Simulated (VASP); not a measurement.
A run of VASP 6.6.1 is set up as follows.

Contents of INCAR:

```
  ALGO = Normal
  EDIFF = 1E-6
  ENCUT = 520
  GGA = CA
  ISIF = 2
  ISMEAR = 0
  ISPIN = 2
  ISYM = 0
  LASPH = T
  LCHARG = F
  LMAXMIX = 4
  LORBIT = 11
  LREAL = F
  LWAVE = F
  MAGMOM = 2.19
  NBANDS = 14
  NELM = 150
  PREC = Accurate
  SIGMA = 0.1
```

The input KPOINTS:

```
k-points
0
Gamma
  15 15 18
```

POSCAR

```
Fe
1.0
    2.3821020009      0.0000000000      0.0000000000
   -0.7940340003      2.2458673044      0.0000000000
    0.7940340003      1.1229336522      1.9449781392
Fe
1
Direct
    0.0000000000      0.0000000000      0.0000000000
```

Potentials or basis: VASP PAW LDA potentials, release 64 (Fe).

Command:

```sh
$ cat potpaw_LDA.64/Fe/POTCAR > POTCAR
$ mpirun -np 1 vasp_std > vasp.out
```

Q: What does it give for the pressure?

A: -1.3 GPa.

Q: What does it give for the site moments?

A: Fe +1.91 μB.

Stress tensor (GPa, compression positive):
```
-1.20 -0.04  0.01
-0.04 -1.22  0.02
 0.01  0.02 -1.42
```
